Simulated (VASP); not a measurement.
# AlB2Ru3 (P4/mmm) in VASP: a series of runs

Runs on AlB2Ru3. Level: PBE. Tasks: single point, relaxation of cell and atoms.

Everything below comes from runs of VASP 6.6.1. Logs are shortened: lines on timing, memory, paths and dates and some standing lists are left out, and cuts for length are marked.

## (1) The cell of the first run

It takes space group P4/mmm (No. 123, tetragonal). The conventional cell has a = 3.833 Å, b = 3.833 Å, c = 7.181 Å, α = 90.00°, β = 90.00°, γ = 90.00°. Within 3.9 Å of Al (site symmetry 4/mmm) lie 8 Ru at 2.93 Å and 4 Al at 3.83 Å. Within 2.5 Å of B (site symmetry mmm) lie 2 Ru at 1.92 Å. Within 2.5 Å of Ru (site symmetry 4/mmm) lie 4 B at 1.92 Å and 2 Ru at 2.48 Å. Within 3.0 Å of Ru (site symmetry 4mm) lie 2 Ru at 2.22 to 2.48 Å and 4 Al at 2.93 Å.

The cell was built from a structure type or drawn by symmetry, and may not be a known phase.

## (2) Single point, PBE

File INCAR:

```
SYSTEM = AlB2Ru3
PREC = Accurate
ENCUT = 600
EDIFF = 1E-6
ISMEAR = 0
SIGMA = 0.1
LREAL = .False.
LASPH = .True.
NELM = 120
ALGO = Normal
ISIF = 2
LWAVE = .False.
LCHARG = .True.
GGA = PE
LELF = .True.
LVHAR = .True.
NBANDS = 38
GGA_COMPAT = .False.
```

File KPOINTS:

```
regular mesh
0
Gamma
  6 6 4
  0 0 0
```

File POSCAR:

```
AlB2Ru3
1.0
    3.8332263781      0.0000000000      0.0000000000
    0.0000000000      3.8332263781      0.0000000000
    0.0000000000      0.0000000000      7.1811454683
Al B Ru
1 2 3
Direct
    0.5000000000      0.5000000000      0.0000000000
    0.5000000000      0.0000000000      0.5000000000
    0.0000000000      0.5000000000      0.5000000000
    0.0000000000      0.0000000000      0.5000000000
    0.0000000000      0.0000000000      0.8457348657
    0.0000000000      0.0000000000      0.1542651343
```

Potentials or basis: VASP PAW PBE potentials, release 64 (Al, B, Ru_sv).

Run with:

```console
> cat potpaw_PBE.64/Al/POTCAR potpaw_PBE.64/B/POTCAR potpaw_PBE.64/Ru_sv/POTCAR > POTCAR
> mpirun -np 1 vasp_std > vasp.out
```

OUTCAR:

```text
SYSTEM = AlB2Ru3
   PREC = Accurate
   ENCUT = 600
   EDIFF = 1E-6
   ISMEAR = 0
   LREAL = .False.
   LASPH = .True.
   NELM = 120
   ISIF = 2
   GGA = PE

 ion  position               nearest neighbor table
   1  0.500  0.500  0.000-   5 2.93   6 2.93   5 2.93   6 2.93   5 2.93   6 2.93   5 2.93   6 2.93

   2  0.500  0.000  0.500-   4 1.92   4 1.92
   3  0.000  0.500  0.500-   4 1.92   4 1.92
   4  0.000  0.000  0.500-   2 1.92   3 1.92   3 1.92   2 1.92   5 2.48   6 2.48
   5  0.000  0.000  0.846-   6 2.22   4 2.48   1 2.93   1 2.93   1 2.93   1 2.93
   6  0.000  0.000  0.154-   5 2.22   4 2.48   1 2.93   1 2.93   1 2.93   1 2.93

  LATTYP: Found a simple tetragonal cell.
 ALAT       =     3.8332263781
 C/A-ratio  =     1.8733945663

  Lattice vectors:

 A1 = (   3.8332263781,   0.0000000000,   0.0000000000)
 A2 = (   0.0000000000,   3.8332263781,   0.0000000000)
 A3 = (   0.0000000000,   0.0000000000,   7.1811454683)

Analysis of symmetry for initial positions (statically):
=====================================================================
 Subroutine PRICEL returns:
 Original cell was already a primitive cell.

 Routine SETGRP: Setting up the symmetry group for a
 simple tetragonal supercell.

 Subroutine GETGRP returns: Found 16 space group operations
 (whereof 16 operations were pure point group operations)
 out of a pool of 16 trial point group operations.

The static configuration has the point symmetry D_4h.

Analysis of symmetry for dynamics (positions and initial velocities):
=====================================================================
 Subroutine PRICEL returns:
 Original cell was already a primitive cell.

 Routine SETGRP: Setting up the symmetry group for a
 simple tetragonal supercell.

 Subroutine GETGRP returns: Found 16 space group operations
 (whereof 16 operations were pure point group operations)
 out of a pool of 16 trial point group operations.

The dynamic configuration has the point symmetry D_4h.

 Subroutine INISYM returns: Found 16 space group operations
 (whereof 16 operations are pure point group operations),
 and found     1 'primitive' translations

----------------------------------------------------------------------------------------

                                     Primitive cell

  volume of cell :     105.5171

  direct lattice vectors                    reciprocal lattice vectors
     3.833226378  0.000000000  0.000000000     0.260876844  0.000000000  0.000000000
     0.000000000  3.833226378  0.000000000     0.000000000  0.260876844  0.000000000
     0.000000000  0.000000000  7.181145468     0.000000000  0.000000000  0.139253550

  length of vectors
     3.833226378  3.833226378  7.181145468     0.260876844  0.260876844  0.139253550

  position of ions in fractional coordinates (direct lattice)
     0.500000000  0.500000000  0.000000000
     0.500000000  0.000000000  0.500000000
     0.000000000  0.500000000  0.500000000
     0.000000000  0.000000000  0.500000000
     0.000000000  0.000000000  0.845734866
     0.000000000  0.000000000  0.154265134

  ion indices of the primitive-cell ions
   primitive index   ion index
                 1           1
                 2           2
                 3           3
                 4           4
                 5           5
                 6           6

----------------------------------------------------------------------------------------

 KPOINTS: regular mesh

Automatic generation of k-mesh.
 Grid dimensions read from file:
 generate k-points for:    6    6    4

 Generating k-lattice:

  Cartesian coordinates                     Fractional coordinates (reciprocal lattice)
     0.043479474  0.000000000  0.000000000     0.166666667  0.000000000  0.000000000
     0.000000000  0.043479474  0.000000000     0.000000000  0.166666667  0.000000000
     0.000000000  0.000000000  0.034813388     0.000000000  0.000000000  0.250000000

  Length of vectors
     0.043479474  0.043479474  0.034813388

  Shift w.r.t. Gamma in fractional coordinates (k-lattice)
     0.000000000  0.000000000  0.000000000

 Subroutine IBZKPT returns following result:
 ===========================================

 Found     30 irreducible k-points:

 Following reciprocal coordinates:
            Coordinates               Weight
  0.000000  0.000000  0.000000      1.000000
  0.166667  0.000000  0.000000      4.000000
  0.333333  0.000000  0.000000      4.000000
  0.500000  0.000000  0.000000      2.000000
  0.166667  0.166667  0.000000      4.000000
  0.333333  0.166667  0.000000      8.000000
[... 16 lines left out ...]
  0.333333  0.000000  0.500000      4.000000
  0.500000  0.000000  0.500000      2.000000
 [... further k-points ...]
   k-points           NKPTS =     30   k-points in BZ     NKDIM =     30   number of bands    NBANDS=     38
   number of dos      NEDOS =    301   number of ions     NIONS =      6
   total plane-waves  NPLWV =  61440
   dimension x,y,z NGX =    32 NGY =   32 NGZ =   60
   dimension x,y,z NGXF=    64 NGYF=   64 NGZF=  120
   ions per type =               1   2   3
   NGX,Y,Z   is equivalent  to a cutoff of  13.88, 13.88, 13.89 a.u.
   NGXF,Y,Z  is equivalent  to a cutoff of  27.76, 27.76, 27.78 a.u.
 SYSTEM =  AlB2Ru3
   PREC   = accura    normal or accurate (medium, high low for compatibility)
   ISTART =      0    job   : 0-new  1-cont  2-samecut
   ICHARG =      2    charge: 1-file 2-atom 10-const
   ISPIN  =      1    spin polarized calculation?
   LNONCOLLINEAR =      F non collinear calculations
   LSORBIT =      F    spin-orbit coupling
   LASPH  =      T    aspherical Exc in radial PAW
   ENCUT  =  600.0 eV  44.10 Ry    6.64 a.u.   7.66  7.66 14.34*2*pi/ulx,y,z
   NELM   =    120;   NELMIN=  2; NELMDL= -5     # of ELM steps
   EDIFF  = 0.1E-05   stopping-criterion for ELM
   LREAL  =      F    real-space projection
   EDIFFG = 0.1E-04   stopping-criterion for IOM
   NSW    =      0    number of steps for IOM
   IBRION =     -1    ionic relax: 0-MD 1-quasi-New 2-CG
   NFREE  =      0    steps in history (QN), initial steepest desc. (CG)
   ISIF   =      2    stress and relaxation
   ISYM   =      2    0-nonsym 1-usesym 2-fastsym
   POTIM  = 0.5000    time-step for ionic-motion
   TEBEG  =    0.0;   TEEND  =   0.0 temperature during run
   PSTRESS=    0.0 pullay stress
   NELECT =      57.0000    total number of electrons
   NUPDOWN=      -1.0000    fix difference up-down
   EMIN   =  10.00;   EMAX   =-10.00  energy-range for DOS
   EFERMI =   0.00;   METHOD = LEGACY
   ISMEAR =     0;   SIGMA  =   0.10  broadening in eV -4-tet -1-fermi 0-gaus
   EFERMI_NEDOS =   21; number of points for ismear=-14 and -15
   IALGO  =     38    algorithm
   IMIX   =      4    mixing-type and parameters
     AMIX     =   0.40;   BMIX     =  1.00
     AMIX_MAG =   1.60;   BMIX_MAG =  1.00
  volume/ion in A,a.u.               =      17.59       118.68
  Fermi-wavevector in a.u.,A,eV,Ry     =   1.333293  2.519558 24.186668  1.777670
  Thomas-Fermi vector in A             =   2.462162
   LORBIT       =      0    0 simple, 1 ext, 2 COOP (PROOUT), +10 PAW based schemes
   GGA     = PE    functional components
   LHFCALC =     F    Hartree Fock is set to
   AEXX    =    0.0000 exact exchange contribution
   IVDW    =     0    specifies the selected vdW correction
   LEPSILON=     F    determine dielectric tensor
   LRPA    =     F    only Hartree local field effects (RPA)
 non-spin polarized calculation
 Gauss-broadening in eV      SIGMA  =   0.10
  energy-cutoff  :      600.00
  volume of cell :      105.52
 maximum number of plane-waves:      3568
 NGX is ok and might be reduce to    32
   NGX = 15   NGY = 15   NGZ = 29

 number of electron      57.0000015 magnetization

 Free energy of the ion-electron system (eV)
  ---------------------------------------------------
  ext. energy  EPLUGINS =         0.00000000
  ---------------------------------------------------
  free energy    TOTEN  =       -37.08309536 eV

  energy without entropy =      -37.05795664  energy(sigma->0) =      -37.07052600

 E-fermi :   6.4241     XC(G=0): -10.5646

 val. band max:        6.4059281463   @ k =   0.5000   0.5000   0.0000
 cond. band min:       6.4258225982   @ k =   0.3333   0.3333   0.0000
 fundamental gap:      0.0198944519
 Fermi energy:         6.4241329392

 k-point     1 :       0.0000    0.0000    0.0000
  band No.  band energies     occupation
      1     -66.2500      2.00000
      2     -66.1445      2.00000
      3     -65.9289      2.00000
      4     -37.4139      2.00000
      5     -36.4748      2.00000
      6     -36.4657      2.00000
[... 30 lines left out ...]
     37      11.1411      0.00000
     38      11.1411      0.00000

 k-point     2 :       0.1667    0.0000    0.0000
  band No.  band energies     occupation
      1     -66.2501      2.00000
      2     -66.1446      2.00000
      3     -65.9288      2.00000
      4     -37.4137      2.00000
      5     -36.4744      2.00000
      6     -36.4653      2.00000
[... 30 lines left out ...]
     37      10.8046      0.00000
     38      11.2830      0.00000

 k-point     3 :       0.3333    0.0000    0.0000
  band No.  band energies     occupation
      1     -66.2502      2.00000
      2     -66.1446      2.00000
      3     -65.9287      2.00000
      4     -37.4132      2.00000
      5     -36.4737      2.00000
      6     -36.4646      2.00000
[... 30 lines left out ...]
     37      11.6661      0.00000
     38      12.0947      0.00000

 k-point     4 :       0.5000    0.0000    0.0000
  band No.  band energies     occupation
      1     -66.2503      2.00000
      2     -66.1446      2.00000
      3     -65.9286      2.00000
      4     -37.4130      2.00000
      5     -36.4733      2.00000
      6     -36.4642      2.00000
[... 30 lines left out ...]
     37      11.9035      0.00000
     38      11.9233      0.00000
[... 703 lines left out ...]
      4     -37.5149      2.00000
      5     -36.4647      2.00000
      6     -36.4634      2.00000
[... 30 lines left out ...]
     37      10.9646      0.00000
     38      11.3037      0.00000

 k-point    23 :       0.3333    0.0000    0.5000
  band No.  band energies     occupation
      1     -66.2196      2.00000
      2     -66.1848      2.00000
      3     -65.9190      2.00000
      4     -37.5143      2.00000
      5     -36.4639      2.00000
      6     -36.4602      2.00000
[... 30 lines left out ...]
     37      11.6745      0.00000
     38      12.1003      0.00000

 k-point    24 :       0.5000    0.0000    0.5000
  band No.  band energies     occupation
      1     -66.2198      2.00000
      2     -66.1847      2.00000
      3     -65.9189      2.00000
      4     -37.5140      2.00000
      5     -36.4635      2.00000
      6     -36.4586      2.00000
[... 30 lines left out ...]
     37      11.9275      0.00000
     38      13.3122      0.00000

 [... further k-points ...]
[... 5 lines left out ...]
  --------------------------------------------------------------------------------------
  -------------------------------------------------------------------------------------
  Total       -0.0087517     -0.0087517      0.0174678      0.0000000      0.0000000      0.0000000
  in kB       -0.1328866     -0.1328866      0.2652315      0.0000000      0.0000000      0.0000000
  external PRESSURE =      -0.0001806 kB  Pullay stress =       0.0000000 kB

 VOLUME and BASIS-vectors are now :
 -----------------------------------------------------------------------------
  energy-cutoff  :      600.00
  volume of cell :      105.52
      direct lattice vectors                 reciprocal lattice vectors
     3.833226378  0.000000000  0.000000000     0.260876844  0.000000000  0.000000000
     0.000000000  3.833226378  0.000000000     0.000000000  0.260876844  0.000000000
     0.000000000  0.000000000  7.181145468     0.000000000  0.000000000  0.139253550

 POSITION                                       TOTAL-FORCE (eV/Angst)
 -----------------------------------------------------------------------------------
      1.91661      1.91661      0.00000        -0.000000     -0.000000      0.000000
      1.91661      0.00000      3.59057        -0.000000     -0.000000      0.000000
      0.00000      1.91661      3.59057        -0.000000     -0.000000      0.000000
      0.00000      0.00000      3.59057        -0.000000     -0.000000      0.000000
      0.00000      0.00000      6.07335         0.000000     -0.000000     -0.005042
      0.00000      0.00000      1.10780         0.000000      0.000000      0.005042
 -----------------------------------------------------------------------------------
    total drift:                               -0.000000      0.000000      0.000000

  FREE ENERGIE OF THE ION-ELECTRON SYSTEM (eV)
  ---------------------------------------------------
  free  energy   TOTEN  =       -37.0830953579 eV

  energy  without entropy=      -37.0579566446  energy(sigma->0) =      -37.07052600
```

Wall time 2.5 min (1 thread of Intel Xeon Platinum 8488C (Sapphire Rapids), shared host); peak memory 0.31 GiB.

What came out:

| Property | Result |
| --- | --- |
| Free energy | -37.0831 eV |
| Pressure | 0.0 GPa |
| Largest force | 0.005 eV/Å |
| Band gap on the k mesh | zero (an odd number of electrons rules out a gap without spin polarisation) |

Forces on the atoms (eV/Å):
```
Al   0.000  0.000  0.000
B    0.000  0.000  0.000
B    0.000  0.000  0.000
Ru   0.000  0.000  0.000
Ru   0.000  0.000 -0.005
Ru   0.000  0.000  0.005
```

Levels at points of the mesh, in eV from the Fermi level:
```csv
k point,band 27,band 28,band 29,band 30,band 31,band 32
"(0.00, 0.00, 0.00)",-0.51,-0.25,-0.08,-0.08,1.21,1.21
"(0.50, 0.00, 0.00)",-0.43,-0.19,0.20,0.53,0.93,1.22
"(0.50, 0.50, 0.00)",0.17,0.39,0.78,0.78,1.02,1.02
"(0.00, 0.00, 0.50)",-0.91,-0.85,-0.85,-0.20,1.03,1.03
"(0.50, 0.00, 0.50)",-0.58,-0.33,-0.22,0.16,0.51,0.77
"(0.50, 0.50, 0.50)",0.19,0.35,0.35,0.94,1.12,1.12
```

## (3) Single point, PBE

This run uses another cell than the first one, of 12.90 Å³/atom.

File INCAR:

```
PREC     = Accurate       # precision mode
ENCUT    = 600            # plane-wave cutoff, eV
EDIFF    = 1E-6           # SCF threshold, eV
ISMEAR   = 0              # smearing method
SIGMA    = 0.1            # smearing width, eV
LREAL    = F              # projectors in reciprocal space
LASPH    = T              # aspherical terms in the spheres
NELM     = 120            # most SCF steps
ALGO     = Normal         # electronic algorithm
ISIF     = 2              # what is computed and relaxed
LWAVE    = F              # write WAVECAR
LCHARG   = F              # write CHGCAR
GGA      = PE             # functional
NBANDS   = 38             # bands
GGA_COMPAT= F
```

File KPOINTS:

```
regular mesh
0
Gamma
  6 6 4
```

File POSCAR:

```
AlB2Ru3
1.0
    3.5058228100      0.0000000000      0.0000000000
    0.0000000000      3.5058228100      0.0000000000
    0.0000000000      0.0000000000      6.2958241300
Al B Ru
1 2 3
Direct
    0.5000000000      0.5000000000      0.0000000000
    0.5000000000      0.0000000000      0.5000000000
    0.0000000000      0.5000000000      0.5000000000
    0.0000000000      0.0000000000      0.5000000000
    0.0000000000      0.0000000000      0.8500130400
    0.0000000000      0.0000000000      0.1499869600
```

Potentials or basis: VASP PAW PBE potentials, release 64 (Al, B, Ru_sv).

Run with:

```console
> cat potpaw_PBE.64/Al/POTCAR potpaw_PBE.64/B/POTCAR potpaw_PBE.64/Ru_sv/POTCAR > POTCAR
> mpirun -np 1 vasp_std > vasp.out
```

Wall time 85 s (1 thread of Intel Xeon Platinum 8488C (Sapphire Rapids), shared host); peak memory 0.24 GiB.

The run converged. Its results:

| Item | Value |
| --- | --- |
| Free energy | -31.4006 eV |
| Pressure | 78.2 GPa |
| Largest force | 8.541 eV/Å |
| Band gap on the k mesh | zero (an odd number of electrons rules out a gap without spin polarisation) |

Forces in eV/Å, atoms in the order of the input:
```
Al   0.000  0.000  0.000
B    0.000  0.000  0.000
B    0.000  0.000  0.000
Ru   0.000  0.000  0.000
Ru   0.000  0.000 -8.541
Ru   0.000  0.000  8.541
```

Stress tensor (GPa, compression positive):
```
 59.55   0.00   0.00
  0.00  59.55   0.00
  0.00   0.00 115.38
```

Levels at points of the mesh, in eV from the Fermi level:
```csv
k point,band 24,band 25,band 26,band 27,band 28,band 29,band 30,band 31,band 32,band 33
"(0.00, 0.00, 0.00)",-2.36,-2.24,-0.64,-0.58,-0.44,-0.44,0.22,2.34,2.34,2.90
"(0.50, 0.00, 0.00)",-3.05,-2.32,-1.27,-1.23,0.17,0.73,0.74,1.41,2.15,2.35
"(0.50, 0.50, 0.00)",-2.86,-1.39,-0.42,0.06,0.46,0.46,1.33,2.04,2.04,3.15
"(0.00, 0.00, 0.50)",-2.40,-2.40,-1.95,-1.63,-1.33,-1.33,-0.46,1.41,1.41,2.36
"(0.50, 0.00, 0.50)",-2.20,-1.61,-1.47,-1.10,-1.00,-0.23,0.22,0.22,1.15,1.72
"(0.50, 0.50, 0.50)",-3.16,-2.44,-1.43,0.12,0.71,0.71,0.93,0.93,1.13,2.77
```

Caveat: atoms lie so close that the PAW spheres overlap strongly, which falsifies energies and pressures; the cell stands under pressure; forces of over 1 eV/Å act on the atoms, so gaps and moduli don't describe the material at rest.

(Part 1 of 2 ends here.)
